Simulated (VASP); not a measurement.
Input of a VASP 6.6.1 run:

File INCAR:

```
  ALGO = Normal
  EDIFF = 1E-6
  ENCUT = 400
  GGA = PE
  GGA_COMPAT = False
  ISIF = 2
  ISMEAR = 0
  LASPH = True
  LCHARG = False
  LREAL = False
  LWAVE = False
  NBANDS = 42
  NELM = 120
  PREC = Accurate
  SIGMA = 0.1
```

The input KPOINTS:

```
k-points
0
Gamma
  4 4 4
```

Contents of POSCAR:

```
Y
1.0
    7.2909584876      0.0000000000      0.0000000000
   -2.4378223308      8.8029465998      0.0000000000
   -1.1083727964     -3.2669929282      8.4868991662
Y
6
Direct
    0.3666137500      0.1389575700      0.1819559100
    0.6333862500      0.8610424300      0.8180440900
    0.8731521900      0.9542305300      0.2511963800
    0.1268478100      0.0457694700      0.7488036200
    0.0288447200      0.6960200200      0.9038716200
    0.9711552800      0.3039799800      0.0961283800
```

Potentials or basis: VASP PAW PBE potentials, release 64 (Y_sv).

Command:

```console
$ cat potpaw_PBE.64/Y_sv/POTCAR > POTCAR
$ mpirun -np 1 vasp_std > vasp.out
```

**Question.** Estimate the pressure.

**Answer.** -3.7 GPa.

**Question.** What does it give for the largest force?

**Answer.** 1.059 eV/Å.

Stress tensor (GPa, compression positive):
```
-3.97  0.11  0.15
 0.11 -3.50  0.16
 0.15  0.16 -3.51
```
